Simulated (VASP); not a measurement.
BN: single point with PBE

BN:

```
CELL_PARAMETERS angstrom
1.81300 -1.81300 0.00000
1.81300 0.00000 -1.81300
7.07880 7.07880 7.07880
ATOMIC_POSITIONS crystal
B 0.66667 0.66667 0.06400
B 0.00000 0.00000 0.91772
B 0.33333 0.33333 0.23474
B 0.66667 0.66667 0.57623
B 0.00000 0.00000 0.40548
B 0.33333 0.33333 0.74697
N 0.66667 0.66667 0.44817
N 0.00000 0.00000 0.27743
N 0.33333 0.33333 0.61892
N 0.66667 0.66667 0.96040
N 0.00000 0.00000 0.78966
N 0.33333 0.33333 0.10668
```

This cell differs from its parent crystal: the distance across one plane changed.

- Program: VASP 6.6.1
- Task: single point
- Functional: PBE
- Potentials or basis: VASP PAW PBE potentials, release 64 (B, N)
- Cutoff: 520 eV
- k mesh: 10 × 10 × 2
- Occupations: gaussian, width 0.05 eV
- Spin: no spin polarisation
- Dipole correction: no
- Further INCAR settings: ALGO = Normal; EDIFF = 1e-06; NBANDS = 36

| Quantity | Value |
| --- | --- |
| Pressure | 16.2 GPa |
| Largest force | 12.651 eV/Å |
| Band gap on the k mesh | 3.95 eV (least direct gap 5.81 eV) |

Forces on the atoms (eV/Å):
```
B    7.022  7.022  7.022
B   -1.014 -1.014 -1.014
B   -0.172 -0.172 -0.172
B   -0.162 -0.162 -0.162
B   -0.162 -0.162 -0.162
B   -0.169 -0.169 -0.169
N    0.161  0.161  0.161
N    0.168  0.168  0.168
N    0.162  0.162  0.162
N   -7.304 -7.304 -7.304
N    0.177  0.177  0.177
N    1.293  1.293  1.293
```

Stress tensor (GPa, compression positive):
```
16.17 13.97 13.97
13.97 16.17 13.97
13.97 13.97 16.17
```

Levels at points of the mesh, in eV from the valence-band top:
| k point | band 21 | band 22 | band 23 | band 24 | band 25 | band 26 | band 27 | band 28 |
| --- | --- | --- | --- | --- | --- | --- | --- | --- |
| (0.00, 0.00, 0.00) | -0.73 | -0.39 | 0.00 | 0.00 | 7.82 | 7.97 | 7.97 | 8.55 |
| (0.50, 0.00, 0.00) | -3.38 | -2.92 | -2.20 | -1.86 | 3.95 | 5.58 | 6.14 | 8.27 |
| (0.00, 0.00, 0.50) | -0.59 | -0.59 | -0.04 | -0.04 | 7.75 | 8.04 | 8.04 | 8.64 |
| (0.50, 0.00, 0.50) | -3.08 | -2.62 | -2.46 | -1.96 | 4.24 | 4.93 | 6.93 | 7.46 |

Run time: 52 s on 1 thread of Intel(R) Xeon(R) Platinum 8559C (Emerald Rapids), with other jobs on the host, peak memory 0.2 GiB.

Caveat: the cell differs from its parent crystal (the distance across one plane changed); the cell stands under pressure; forces of over 1 eV/Å act on the atoms, so gaps and moduli don't describe the material at rest. A k mesh can miss the band edges.
